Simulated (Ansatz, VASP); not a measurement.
# Cd: VASP beside Ansatz

The input INCAR:

```
PREC     = Accurate       # precision mode
ENCUT    = 520            # plane-wave cutoff, eV
EDIFF    = 1E-8           # SCF threshold, eV
ISMEAR   = -1             # smearing method
SIGMA    = 0.05           # smearing width, eV
LREAL    = F              # projectors in reciprocal space
LASPH    = T              # aspherical terms in the spheres
NELM     = 80             # most SCF steps
ALGO     = Normal         # electronic algorithm
ISIF     = 2              # what is computed and relaxed
LWAVE    = F              # write WAVECAR
LCHARG   = F              # write CHGCAR
GGA      = PE             # functional
LEFG     = T            
NBANDS   = 19             # bands
```

File KPOINTS:

```
Automatic mesh
0
Gamma
  14 14 7
```

Contents of POSCAR:

```
Cd
1.0
    2.9788725081      0.0000000000      0.0000000000
   -1.4894362540      2.5797792666      0.0000000000
    0.0000000000      0.0000000000      5.5052970000
Cd
2
Direct
    0.3333333333      0.6666666667      0.2500000000
    0.6666666667      0.3333333333      0.7500000000
```

Input for Ansatz:

```yaml
crystal:
  lattice:
    - [2.9788725081, 0.0, 0.0]
    - [-1.489436254, 2.5797792666, 0.0]
    - [0.0, 0.0, 5.505297]
  atoms:
    - { symbol: Cd, position: [0.3333333333, 0.6666666667, 0.25] }
    - { symbol: Cd, position: [0.6666666667, 0.3333333333, 0.75] }
kpoints:
  mp_grid: { grid: [14, 14, 7] }
scf:
  occupations: { method: fermi_dirac, width: 0.05 }
hamiltonian:
  xc: pbe
  pseudopotentials: { kind: all_electron, datasets: crystal }
output:
  forces: true
  stress: true
  eigenvalues: true
  efg: { contact_densities: true }
```

Change from the starting cell: zz strain of -2 %, crystal datasets.

Alike in both runs: task electric field gradients; functional PBE; k mesh 14 × 14 × 7; occupations fermi-dirac, width 0.05 eV; no spin polarisation.

```csv
,VASP,Ansatz
version,VASP 6.6.1,Ansatz 0.2.0
potentials or method,"VASP PAW PBE potentials, release 64 (Cd), cutoff 520 eV","all-electron PAW with datasets made for the crystal, scalar-relativistic"
```

VASP gave:

| Property | Result |
| --- | --- |
| pressure (GPa) | 4.3 |
| traceless stress, the component that is largest in VASP (GPa) | -0.95 |
| size of Vzz on the site where it differs most (V/Å²) | 72.6 |

Task: Which values does Ansatz return?

Result: Pressure (GPa): 4.0; traceless stress, the component that is largest in VASP (GPa): -0.80; size of Vzz on the site where it differs most (V/Å²): 68.4.

Ansatz ran all-electron here, and VASP with PAW potentials.
